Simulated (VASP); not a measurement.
Input of a VASP 6.6.1 run:

The input INCAR:

```
PREC = Accurate ; ENCUT = 600
EDIFF = 1E-6 ; ISMEAR = 0
SIGMA = 0.1 ; LREAL = F
LASPH = T ; NELM = 100
ALGO = Fast ; ISIF = 3
LWAVE = F ; LCHARG = F
GGA = RP ; IBRION = 2
NSW = 100 ; EDIFFG = -0.002
```

The input KPOINTS:

```
regular mesh
0
Gamma
  16 16 16
```

The input POSCAR:

```
Mo
1.0
   -1.5838089700      1.5838089700      1.5838089700
    1.5838089700     -1.5838089700      1.5838089700
    1.5838089700      1.5838089700     -1.5838089700
Mo
1
Direct
    0.0000000000      0.0000000000      0.0000000000
```

Potentials or basis: VASP PAW PBE potentials, release 64 (Mo_sv).

Launch:

```sh
$ cat potpaw_PBE.64/Mo_sv/POTCAR > POTCAR
$ mpirun -np 1 vasp_std > vasp.out
```

Problem. Estimate the relaxed cell.

Solution. a = 2.750 Å, b = 2.750 Å, c = 2.750 Å, α = 109.47°, β = 109.47°, γ = 109.47°.

Problem. Estimate the relaxed volume.

Solution. 16.01 Å³/atom.

Step by step:
| step | energy change (eV) | largest force (eV/Å) | pressure (GPa) | volume (Å³) |
| --- | --- | --- | --- | --- |
| 1 | 0.0000 | 0.0000 | 2.03 | 15.89 |
| 2 | 0.0048 | 0.0000 | -5.11 | 16.36 |
| 3 | -0.0008 | 0.0000 | 0.63 | 16.02 |
| 4 | -0.0007 | 0.0000 | -0.60 | 16.05 |
| 5 | -0.0007 | 0.0000 | -0.33 | 16.04 |
| 6 | -0.0007 | 0.0000 | -0.17 | 16.03 |
| 7 | -0.0007 | 0.0000 | -0.12 | 16.02 |
| 8 | -0.0007 | 0.0000 | 0.28 | 16.00 |
| 9 | -0.0007 | 0.0000 | 0.00 | 16.01 |

Caveat: the PAW data sets were made with another functional, which shifts forces and pressure a little.
